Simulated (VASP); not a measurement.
Write the native input for VASP 6.6.1 that does the following.

- Task: single point
- Functional: LDA
- Potentials or basis: VASP PAW LDA potentials, release 64 (Li_sv)
- Cutoff: 520 eV
- k mesh: 13 × 13 × 13
- Occupations: fermi-dirac, width 0.1 eV
- Spin: no spin polarisation
- Dipole correction: no
- Further INCAR settings: ALGO = Normal; EDIFF = 1e-06; NBANDS = 8

The structure of Li lies in POSCAR:

```
Li
1.0
    2.7737291621      0.0000000000      0.0000000000
    0.0000000000      2.7737291621      0.0000000000
    0.0000000000      0.0000000000      2.7737291621
Li
1
Direct
    0.0000000000      0.0000000000      0.0000000000
```

This cell differs from its parent crystal: volume scaled by 1.12.

One way to write it, as run:

INCAR

```
SYSTEM = Li
PREC = Accurate ; ENCUT = 520
EDIFF = 1E-6 ; ISMEAR = -1
SIGMA = 0.1 ; LREAL = .False.
LASPH = .True. ; NELM = 60
ALGO = Normal ; ISIF = 2
LWAVE = .False. ; LCHARG = .True.
GGA = CA ; LELF = .True.
LVHAR = .True. ; NBANDS = 8
```

KPOINTS

```
regular mesh
0
Gamma
  13 13 13
  0 0 0
```

Potentials or basis: VASP PAW LDA potentials, release 64 (Li_sv).

The run is started by

```bash
$ cat potpaw_LDA.64/Li_sv/POTCAR > POTCAR
$ mpirun -np 1 vasp_std > vasp.out
```

It took 18 s on 1 thread of Intel Xeon 8259CL (shared host), peak memory 0.12 GiB.
